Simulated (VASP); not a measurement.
Wanted: the native input for a VASP 6.6.1 run.

| Property | Result |
| --- | --- |
| Task | single point |
| Functional | r2SCAN |
| Potentials or basis | VASP PAW PBE potentials, release 64 (Ga_d, Si) |
| Cutoff | 520 eV |
| k mesh | 6 × 6 × 6 |
| Occupations | gaussian, width 0.1 eV |
| Spin | no spin polarisation |
| Dipole correction | no |
| Further INCAR settings | ALGO = Normal; EDIFF = 1e-07; NBANDS = 27 |

The system is Ga2Si3.

```xyz
5
Lattice="1.7147 0.9900 7.9485 -1.7147 0.9900 7.9485 0.0000 -1.9800 7.9485" Properties=species:S:1:pos:R:3 pbc="T T T"
Ga    0.0000    0.0000    9.5382
Ga    0.0000    0.0000   14.3072
Si    0.0000    0.0000    0.0000
Si    0.0000    0.0000    4.9956
Si    0.0000    0.0000   18.8498
```

The input as run:

POSCAR

```
Ga2Si3
1.0
    1.7146914531      0.9899775720      7.9484646719
   -1.7146914531      0.9899775720      7.9484646719
    0.0000000000     -1.9799551440      7.9484646719
Ga Si
2 3
Direct
    0.4000000000      0.4000000000      0.4000000000
    0.6000000000      0.6000000000      0.6000000000
    0.0000000000      0.0000000000      0.0000000000
    0.2095000000      0.2095000000      0.2095000000
    0.7905000000      0.7905000000      0.7905000000
```

INCAR.step1

```
SYSTEM = Ga2Si3
ALGO = Normal
EDIFF = 1E-4
ENCUT = 520
GGA = PE
ISMEAR = 0
LASPH = .TRUE.
LCHARG = .FALSE.
LREAL = .FALSE.
LWAVE = .TRUE.
NBANDS = 27
NELM = 80
PREC = Accurate
SIGMA = 0.1
```

INCAR.step2

```
SYSTEM = Ga2Si3
ALGO = Normal
EDIFF = 1E-7
ENCUT = 520
ISIF = 2
ISMEAR = 0
ISTART = 1
LASPH = .TRUE.
LCHARG = .FALSE.
LMIXTAU = .TRUE.
LREAL = .FALSE.
LWAVE = .FALSE.
METAGGA = R2SCAN
NBANDS = 27
NELM = 80
PREC = Accurate
SIGMA = 0.1
```

KPOINTS

```
k-points
0
G
  6 6 6
  0 0 0
```

Potentials or basis: VASP PAW PBE potentials, release 64 (Ga_d, Si).

Launch:

```bash
$ cat potpaw_PBE.64/Ga_d/POTCAR potpaw_PBE.64/Si/POTCAR > POTCAR
$ cp INCAR.step1 INCAR
$ mpirun -np 1 vasp_std > vasp.out
$ cp INCAR.step2 INCAR
$ mpirun -np 1 vasp_std > vasp.out
```

Results of the run:

```json
{"Pressure": "8.9 GPa", "Largest force": "2.524 eV/Å", "Band gap on the k mesh": "zero (bands 19 and 20 overlap by 4.40 eV)"}
```

Caveat: the cell stands under pressure; the PAW data sets were made with another functional, which shifts forces and pressure a little.

Run time: 13 min on 1 thread of AMD EPYC 9R45 96-Core Processor (Zen 5) (shared host), peak memory 0.61 GiB.
